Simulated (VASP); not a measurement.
Runs of VASP 6.6.1 on SiMo3. The structure is that of space group Pm-3n (No. 223), or close to it. The cells are those of the table. 

```csv
task,cell,k mesh,smearing,gap on the mesh (eV),pressure (GPa),relaxed volume (Å³/atom)
single point,"a = 4.906 Å, 8 atoms",6 × 6 × 6,gaussian 0.1 eV,none,0.5,-
single point,"a = 4.913, b = 4.911, c = 4.911 Å, 8 atoms",4 × 4 × 4,gaussian 0.2 eV,none,0.5,-
relaxation of cell and atoms,"relaxed from a = 4.906 Å, 8 atoms",6 × 6 × 6,gaussian 0.1 eV,none,0.0,14.79
relaxation of cell and atoms,"relaxed from a = 4.901 Å, 8 atoms",6 × 6 × 6,gaussian 0.1 eV,none,0.0,14.79
relaxation of cell and atoms,"relaxed from a = 4.916 Å, 8 atoms",3 × 3 × 3,gaussian 0.2 eV,none,0.0,14.74
single point,"a = 4.906 Å, 8 atoms",4 × 4 × 4,gaussian 0.2 eV,none,1.3,-
single point,"a = 4.901 Å, 8 atoms",3 × 3 × 3,gaussian 0.2 eV,none,(a),-
```

Alike in all rows: level PBE; potentials or basis VASP PAW PBE potentials, release 64 (Si, Mo_sv); no spin polarisation; cutoff (eV) 500.

Task: Estimate the missing entries.

Result: (a) 0.4.

Caveats: some runs use coarse meshes.

A k mesh can miss the band edges, and the runs leave out spin-orbit coupling on Mo.

A gap of «none» marks levels without a gap at the run's occupations.
